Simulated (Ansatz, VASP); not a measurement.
## Two plane-wave programs on CuSn4

File INCAR:

```
  PREC = Accurate
  ENCUT = 820
  EDIFF = 1E-6
  ISMEAR = 0
  SIGMA = 0.1
  LREAL = F
  LASPH = T
  NELM = 120
  ALGO = Normal
  ISIF = 2
  LWAVE = F
  LCHARG = F
  GGA = PE
  NBANDS = 46
  GGA_COMPAT = F
```

KPOINTS

```
regular mesh
0
Gamma
  4 4 4
```

Contents of POSCAR:

```
CuSn4
1.0
   -3.4673798300      3.4673798300      3.4673798300
    3.4673798300     -3.4673798300      3.4673798300
    3.4673798300      3.4673798300     -3.4673798300
Cu Sn
1 4
Direct
    0.0000000000      0.0000000000      0.0000000000
    0.0000000000      0.0000000000      0.7463128600
    0.7463128600      0.0000000000      0.0000000000
    0.0000000000      0.7463128600      0.0000000000
    0.2536871400      0.2536871400      0.2536871400
```

Input for Ansatz:

```yaml
crystal:
  lattice:
    - [-3.46737983, 3.46737983, 3.46737983]
    - [3.46737983, -3.46737983, 3.46737983]
    - [3.46737983, 3.46737983, -3.46737983]
  atoms:
    - { symbol: Cu, position: [0.0, 0.0, 0.0] }
    - { symbol: Sn, position: [0.0, 0.0, 0.74631286] }
    - { symbol: Sn, position: [0.74631286, 0.0, 0.0] }
    - { symbol: Sn, position: [0.0, 0.74631286, 0.0] }
    - { symbol: Sn, position: [0.25368714, 0.25368714, 0.25368714] }
basis:
  ecutwfc: 420
kpoints:
  mp_grid: { grid: [4, 4, 4] }
hamiltonian:
  xc: pbe
scf:
  occupations: { method: gaussian, width: 0.1 }
  lower_state_search: "off"
output:
  forces: true
  stress: true
  eigenvalues: true
```

Change from the starting cell: species swapped into the H4C type (I-43m, No. 217).

Alike in both runs: task single point; functional PBE; k mesh 4 × 4 × 4; occupations gaussian, width 0.1 eV; no spin polarisation.

|  | VASP | Ansatz |
| --- | --- | --- |
| version | VASP 6.6.1 | Ansatz 0.2.0 |
| potentials or method | VASP PAW PBE potentials, release 64 (Cu_sv_GW, Sn_d), cutoff 820 eV | scalar-relativistic, plane waves, PAW |
| valence electrons in the cell | 75 | 75 |

Ansatz gave:

| Property | Result |
| --- | --- |
| gap on the k mesh at the Fermi level (eV) | none |
| rms of the force components (eV/Å) | 42.888 |

**Question.** Which values does VASP return?

**Answer.** gap on the k mesh at the Fermi level (eV): none; rms of the force components (eV/Å): 33.248.

Atom by atom the forces differ by 9.641 eV/Å (rms over components). A gap of «none» marks a metal or a gap that the smearing closes. With one functional, cell and mesh, what is left measures potentials, basis and numerics.
